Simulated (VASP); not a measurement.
Write the native input for VASP 6.6.1 that does the following.

```
Task                   : single point
Functional             : PBE
Dispersion             : D3(BJ)
Potentials or basis    : VASP PAW PBE potentials, release 64 (Pb_d, O)
Cutoff                 : 520 eV
k mesh                 : 6 × 6 × 1
Occupations            : gaussian, width 0.02 eV
Spin                   : no spin polarisation
Dipole correction      : yes
Further INCAR settings : ALGO = Normal; EDIFF = 1e-07; NBANDS = 28
```

The structure of PbO lies in POSCAR:

```
PbO
1.0
    3.7980000000      0.0000000000      0.0000000000
    0.0000000000      3.7980000000      0.0000000000
    0.0000000000      0.0000000000     30.7493267952
Pb O
2 2
Direct
    0.5000000000      0.0000000000      0.4566657180
    0.0000000000      0.5000000000      0.5433342820
    0.0000000000      0.0000000000      0.5000000000
    0.5000000000      0.5000000000      0.5000000000
```

One way to write it, as run:

INCAR

```
PREC = Accurate ; ENCUT = 520
EDIFF = 1E-7 ; ISMEAR = 0
SIGMA = 0.02 ; LREAL = F
LASPH = T ; NELM = 60
ALGO = Normal ; ISIF = 2
LWAVE = F ; LCHARG = T
LDIPOL = T ; IDIPOL = 3
DIPOL = 0.5 0.5 0.500 ; GGA = PE
IVDW = 12 ; LELF = T
LVHAR = T ; LVACPOTAV = T
NBANDS = 28
```

KPOINTS

```
regular mesh
0
Gamma
  6 6 1
```

Potentials or basis: VASP PAW PBE potentials, release 64 (Pb_d, O).

The run is started by

```console
$ cat potpaw_PBE.64/Pb_d/POTCAR potpaw_PBE.64/O/POTCAR > POTCAR
$ mpirun -np 1 vasp_std > vasp.out
```

It gave:

```yaml
Largest_force: 0.865 eV/Å
Band_gap_on_the_k_mesh: 2.71 eV (least direct gap 2.82 eV)
Dispersion_energy_per_atom: -0.151 eV
Ionisation_potential_of_the_upper_face: 4.44 eV
```

Caveat: spin-orbit coupling is left out, which moves the levels of the heavy elements.

It took 7.9 min on 1 thread of Intel Xeon 8259CL, with other jobs on the host, peak memory 0.5 GiB.
